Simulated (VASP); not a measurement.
# SiNi3 (Pm-3m) in VASP: further runs, part 2 of 2

VASP 6.6.1. Earlier steps stand in the parts before.

## (4) Single point, BLYP, collinear spin, ferromagnetic start

This run uses another cell than the first one, of 11.31 Å³/atom.

INCAR reads:

```
PREC     = Accurate       # precision mode
ENCUT    = 520            # plane-wave cutoff, eV
EDIFF    = 1E-6           # SCF threshold, eV
ISMEAR   = -1             # smearing method
SIGMA    = 0.05           # smearing width, eV
LREAL    = False          # projectors in reciprocal space
LASPH    = True           # aspherical terms in the spheres
NELM     = 150            # most SCF steps
ALGO     = Fast           # electronic algorithm
ISIF     = 2              # what is computed and relaxed
LWAVE    = False          # write WAVECAR
LCHARG   = True           # write CHGCAR
ISPIN    = 2              # spin polarisation
MAGMOM   = 1 1 1 0        # initial moments
LORBIT   = 11             # projections on sites
LMAXMIX  = 4              # l up to which the mixer works
GGA      = B5             # functional
ALDAX    = 1.0          
AGGAX    = 1.0          
AGGAC    = 1.0          
ALDAC    = 0.0          
LELF     = True           # ELF
LVHAR    = True         
NBANDS   = 29             # bands
```

KPOINTS reads:

```
Automatic mesh
0
Gamma
  8 8 8
```

POSCAR reads:

```
SiNi3
1.0
    3.5635253630      0.0000000000      0.0000000000
    0.0000000000      3.5635253630      0.0000000000
    0.0000000000      0.0000000000      3.5635253630
Ni Si
3 1
Direct
    0.5000000000      0.5000000000      0.0000000000
    0.5000000000      0.0000000000      0.5000000000
    0.0000000000      0.5000000000      0.5000000000
    0.0000000000      0.0000000000      0.0000000000
```

Potentials or basis: VASP PAW PBE potentials, release 64 (Ni, Si).

Command:

```bash
cat potpaw_PBE.64/Ni/POTCAR potpaw_PBE.64/Si/POTCAR > POTCAR
mpirun -np 1 vasp_std > vasp.out
```

OUTCAR:

```text
PREC = Accurate
   ENCUT = 520
   EDIFF = 1E-6
   ISMEAR = -1
   LREAL = False
   LASPH = True
   NELM = 150
   ISIF = 2
   ISPIN = 2
   LORBIT = 11
   GGA = B5

 ion  position               nearest neighbor table
   1  0.500  0.500  0.000-   2 2.52   3 2.52   4 2.52   2 2.52   3 2.52   2 2.52   4 2.52   2 2.52
                             3 2.52   4 2.52   3 2.52   4 2.52
   2  0.500  0.000  0.500-   1 2.52   3 2.52   4 2.52   1 2.52   4 2.52   1 2.52   3 2.52   1 2.52
                             3 2.52   4 2.52   4 2.52   3 2.52
   3  0.000  0.500  0.500-   1 2.52   2 2.52   4 2.52   1 2.52   4 2.52   2 2.52   4 2.52   4 2.52
                             1 2.52   2 2.52   1 2.52   2 2.52
   4  0.000  0.000  0.000-   1 2.52   2 2.52   3 2.52   2 2.52   3 2.52   1 2.52   3 2.52   3 2.52
                             1 2.52   2 2.52   2 2.52   1 2.52

  LATTYP: Found a simple cubic cell.
 ALAT       =     3.5635253630

  Lattice vectors:

 A1 = (   3.5635253630,   0.0000000000,   0.0000000000)
 A2 = (   0.0000000000,   3.5635253630,   0.0000000000)
 A3 = (   0.0000000000,   0.0000000000,   3.5635253630)

Analysis of symmetry for initial positions (statically):
=====================================================================
 Subroutine PRICEL returns:
 Original cell was already a primitive cell.

 Routine SETGRP: Setting up the symmetry group for a
 simple cubic supercell.

 Subroutine GETGRP returns: Found 48 space group operations
 (whereof 48 operations were pure point group operations)
 out of a pool of 48 trial point group operations.

The static configuration has the point symmetry O_h .

Analysis of symmetry for dynamics (positions and initial velocities):
=====================================================================
 Subroutine PRICEL returns:
 Original cell was already a primitive cell.

 Routine SETGRP: Setting up the symmetry group for a
 simple cubic supercell.

 Subroutine GETGRP returns: Found 48 space group operations
 (whereof 48 operations were pure point group operations)
 out of a pool of 48 trial point group operations.

The dynamic configuration has the point symmetry O_h .

Analysis of structural, dynamic, and magnetic symmetry:
=====================================================================
 Subroutine PRICEL returns:
 Original cell was already a primitive cell.

 Routine SETGRP: Setting up the symmetry group for a
 simple cubic supercell.

 Subroutine GETGRP returns: Found 48 space group operations
 (whereof 48 operations were pure point group operations)
 out of a pool of 48 trial point group operations.

The overall configuration has the point symmetry O_h .

 Subroutine INISYM returns: Found 48 space group operations
 (whereof 48 operations are pure point group operations),
 and found     1 'primitive' translations

----------------------------------------------------------------------------------------

                                     Primitive cell

  volume of cell :      45.2522

[... 75 lines left out ...]
   number of dos      NEDOS =    301   number of ions     NIONS =      4
   total plane-waves  NPLWV =  21952
   dimension x,y,z NGX =    28 NGY =   28 NGZ =   28
   dimension x,y,z NGXF=    56 NGYF=   56 NGZF=   56
   ions per type =               3   1
   NGX,Y,Z   is equivalent  to a cutoff of  13.06, 13.06, 13.06 a.u.
   NGXF,Y,Z  is equivalent  to a cutoff of  26.13, 26.13, 26.13 a.u.
 SYSTEM =  unknown system
   PREC   = accura    normal or accurate (medium, high low for compatibility)
   ISTART =      0    job   : 0-new  1-cont  2-samecut
   ICHARG =      2    charge: 1-file 2-atom 10-const
   ISPIN  =      2    spin polarized calculation?
   LNONCOLLINEAR =      F non collinear calculations
   LSORBIT =      F    spin-orbit coupling
   LASPH  =      T    aspherical Exc in radial PAW
   ENCUT  =  520.0 eV  38.22 Ry    6.18 a.u.   6.63  6.63  6.63*2*pi/ulx,y,z
   NELM   =    150;   NELMIN=  2; NELMDL= -5     # of ELM steps
   EDIFF  = 0.1E-05   stopping-criterion for ELM
   LREAL  =      F    real-space projection
[... 7 lines left out ...]
   TEBEG  =    0.0;   TEEND  =   0.0 temperature during run
   PSTRESS=    0.0 pullay stress
   NELECT =      34.0000    total number of electrons
   NUPDOWN=      -1.0000    fix difference up-down
   EMIN   =  10.00;   EMAX   =-10.00  energy-range for DOS
   EFERMI =   0.00;   METHOD = LEGACY
   ISMEAR =    -1;   SIGMA  =   0.05  broadening in eV -4-tet -1-fermi 0-gaus
   EFERMI_NEDOS =   21; number of points for ismear=-14 and -15
   IALGO  =     68    algorithm
   IMIX   =      4    mixing-type and parameters
     AMIX     =   0.40;   BMIX     =  1.00
     AMIX_MAG =   1.60;   BMIX_MAG =  1.00
  volume/ion in A,a.u.               =      11.31        76.34
  Fermi-wavevector in a.u.,A,eV,Ry     =   1.488291  2.812463 30.137055  2.215011
  Thomas-Fermi vector in A             =   2.601344
   LORBIT       =     11    0 simple, 1 ext, 2 COOP (PROOUT), +10 PAW based schemes
   GGA     = B5    functional components
   LHFCALC =     F    Hartree Fock is set to
   AEXX    =    0.0000 exact exchange contribution
   IVDW    =     0    specifies the selected vdW correction
   LEPSILON=     F    determine dielectric tensor
   LRPA    =     F    only Hartree local field effects (RPA)
 spin polarized calculation
 RMM-DIIS sequential band-by-band and
  energy-cutoff  :      520.00
  volume of cell :       45.25
 maximum number of plane-waves:      1236
 NGX is ok and might be reduce to    28
   NGX = 13   NGY = 13   NGZ = 13

 number of electron      34.0000015 magnetization      -0.0027842

 number of electron      34.0000015 magnetization       0.0017739

 Free energy of the ion-electron system (eV)
  ---------------------------------------------------
  ext. energy  EPLUGINS =         0.00000000
  ---------------------------------------------------
  free energy    TOTEN  =       -19.69642085 eV

  energy without entropy =      -19.67870118  energy(sigma->0) =      -19.68756102

 E-fermi :  10.4194     XC(G=0): -12.2293

 val. band max:       10.3551879482   @ k =   0.5000   0.5000   0.5000
 cond. band min:      10.4256965145   @ k =   0.5000   0.3750   0.3750
 fundamental gap:      0.0705085663
 Fermi energy:        10.4193593682

 spin component 1

 k-point     1 :       0.0000    0.0000    0.0000
  band No.  band energies     occupation
      1      -1.0444      1.00000
      2       5.8779      1.00000
      3       6.7055      1.00000
      4       6.7055      1.00000
      5       7.1331      1.00000
      6       7.1331      1.00000
[... 757 lines left out ...]
     28      25.0103      0.00000
     29      26.9950      0.00000

 [... further k-points ...]

 spin component 2

 k-point     1 :       0.0000    0.0000    0.0000
  band No.  band energies     occupation
      1      -1.0445      1.00000
      2       5.8780      1.00000
      3       6.7059      1.00000
      4       6.7059      1.00000
      5       7.1338      1.00000
      6       7.1338      1.00000
[... 757 lines left out ...]
     28      25.0104      0.00000
     29      26.9915      0.00000

 [... further k-points ...]
[... 5 lines left out ...]
  --------------------------------------------------------------------------------------
  -------------------------------------------------------------------------------------
  Total        0.1169797      0.1169797      0.1169797     -0.0000000      0.0000000      0.0000000
  in kB        4.1417261      4.1417261      4.1417261     -0.0000000      0.0000000      0.0000000
  external PRESSURE =       4.1417261 kB  Pullay stress =       0.0000000 kB

 VOLUME and BASIS-vectors are now :
 -----------------------------------------------------------------------------
  energy-cutoff  :      520.00
  volume of cell :       45.25
      direct lattice vectors                 reciprocal lattice vectors
     3.563525363  0.000000000  0.000000000     0.280620986  0.000000000  0.000000000
     0.000000000  3.563525363  0.000000000     0.000000000  0.280620986  0.000000000
     0.000000000  0.000000000  3.563525363     0.000000000  0.000000000  0.280620986

 POSITION                                       TOTAL-FORCE (eV/Angst)
 -----------------------------------------------------------------------------------
      1.78176      1.78176      0.00000         0.000000      0.000000      0.000000
      1.78176      0.00000      1.78176         0.000000      0.000000      0.000000
      0.00000      1.78176      1.78176         0.000000      0.000000      0.000000
      0.00000      0.00000      0.00000         0.000000      0.000000      0.000000
 -----------------------------------------------------------------------------------
    total drift:                                0.000000      0.000000      0.000000

  FREE ENERGIE OF THE ION-ELECTRON SYSTEM (eV)
  ---------------------------------------------------
  free  energy   TOTEN  =       -19.6964208541 eV

  energy  without entropy=      -19.6787011768  energy(sigma->0) =      -19.68756102

 total charge

# of ion       s       p       d       tot
------------------------------------------
    1        0.466   0.509   8.439   9.414
    2        0.466   0.509   8.439   9.414
    3        0.466   0.509   8.439   9.414
    4        0.746   0.802   0.000   1.547
--------------------------------------------------
tot          2.144   2.329  25.317  29.790

 magnetization (x)

# of ion       s       p       d       tot
------------------------------------------
    1       -0.000  -0.000   0.000   0.000
    2       -0.000  -0.000   0.000   0.000
    3       -0.000  -0.000   0.000   0.000
    4       -0.000  -0.000   0.000  -0.000
--------------------------------------------------
tot         -0.000  -0.000   0.001   0.001
```

Run time: 52 s. Hardware: 1 thread of Intel Xeon 6975P-C (Granite Rapids), shared host; peak memory 0.21 GiB.

Results:

* Free energy: -19.6964 eV
* Pressure: 0.4 GPa
* Band gap on the k mesh: zero (filled and empty bands overlap)
* Net moment: 0.00 μB per cell
* Valence electrons inside the program's atomic spheres: Ni 9.41; Si 1.55

Caveat: the moments typed at the start vanished in this run; the PAW data sets were made with another functional, which shifts forces and pressure a little.

## (5) Summary

```tsv
level	potentials or basis	cell	gap on the mesh (eV)	pressure (GPa)	moment (μB)
RPBE	VASP PAW PBE potentials, release 64 (Ni, Si)	a = 3.542 Å, 4 atoms	none	-1.4	0.00
LDA	VASP PAW LDA potentials, release 64 (Ni, Si)	a = 3.542 Å, 4 atoms	none	-19.9	0.00
BLYP	VASP PAW PBE potentials, release 64 (Ni, Si)	a = 3.564 Å, 4 atoms	none	0.4	0.00
```

Alike in all rows: task single point; spin collinear, ferromagnetic start; k mesh 8 × 8 × 8; cutoff (eV) 520; smearing fermi-dirac 0.05 eV.

Caveats: the moments typed at the start vanished in this run; the PAW data sets were made with another functional, which shifts forces and pressure a little (at least some runs); the cell stands under tension (at least some runs).

Total energies depend on the potentials used, so only differences within one code and one set of settings carry meaning.

The gap in the log of VASP goes by the Fermi energy; the results here count the filled bands.